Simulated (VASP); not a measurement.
Wanted: the native input for a VASP 6.6.1 run.

```
Task                   : single point
Functional             : PBE
Potentials or basis    : VASP PAW PBE potentials, release 64 (Si)
Cutoff                 : 500 eV
k mesh                 : 15 × 15 × 15
Occupations            : fermi-dirac, width 0.05 eV
Spin                   : no spin polarisation
Dipole correction      : no
Further INCAR settings : ALGO = Normal; EDIFF = 1e-06; NBANDS = 8
```

The structure of Si lies in POSCAR:

```
Si
1.0
    0.0000000000      1.6810599250      1.6810599250
    1.6810599250      0.0000000000      1.6810599250
    1.6810599250      1.6810599250      0.0000000000
Si
1
Direct
    0.0000000000      0.0000000000      0.0000000000
```

These files were run (other wordings do the same):

INCAR

```
PREC = Accurate
ENCUT = 500
EDIFF = 1E-6
ISMEAR = -1
SIGMA = 0.05
LREAL = False
LASPH = True
NELM = 120
ALGO = Normal
ISIF = 2
LWAVE = False
LCHARG = False
GGA = PE
NBANDS = 8
GGA_COMPAT = False
```

KPOINTS

```
regular mesh
0
Gamma
  15 15 15
```

Potentials or basis: VASP PAW PBE potentials, release 64 (Si).

Command:

```console
$ cat potpaw_PBE.64/Si/POTCAR > POTCAR
$ mpirun -np 1 vasp_std > vasp.out
```

It gave:

```yaml
Pressure: 86.3 GPa
Band_gap_on_the_k_mesh: zero (band 2 reaches 30.45 eV, above the bottom of band 3 at 13.64 eV)
```

It took 8.3 s on 1 thread of AMD EPYC 7R43 64-Core Processor (Zen 3), on a shared host, peak memory 0.07 GiB.
